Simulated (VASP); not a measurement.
A run of VASP 6.6.1:

File INCAR:

```
SYSTEM = Al
  ALGO = Normal
  EDIFF = 1E-7
  EDIFFG = -0.005
  ENCUT = 600
  GGA = CA
  IBRION = 2
  ISIF = 3
  ISMEAR = 0
  LASPH = .TRUE.
  LCHARG = .FALSE.
  LREAL = .FALSE.
  LWAVE = .FALSE.
  NELM = 60
  NSW = 100
  PREC = Accurate
  SIGMA = 0.1
```

The input KPOINTS:

```
k-points
0
G
  18 18 18
  0 0 0
```

Contents of POSCAR:

```
Al
1.0
    0.0000000000      2.0194648500      2.0194648500
    2.0194648500      0.0000000000      2.0194648500
    2.0194648500      2.0194648500      0.0000000000
Al
1
Direct
    0.0000000000      0.0000000000      0.0000000000
```

Potentials or basis: VASP PAW LDA potentials, release 64 (Al).

Run with:

```bash
$ cat potpaw_LDA.64/Al/POTCAR > POTCAR
$ mpirun -np 1 vasp_std > vasp.out
```

Hardware: 1 thread of Intel(R) Xeon(R) 6975P-C (Granite Rapids) (shared host).

Question: Estimate the wall time of this run.

Answer: Wall time 7.3 s on 1 thread of Intel(R) Xeon(R) 6975P-C (Granite Rapids), with other jobs on the host, peak memory 0.13 GiB. Counts: scf iterations 20, k points 195, ion steps 3.
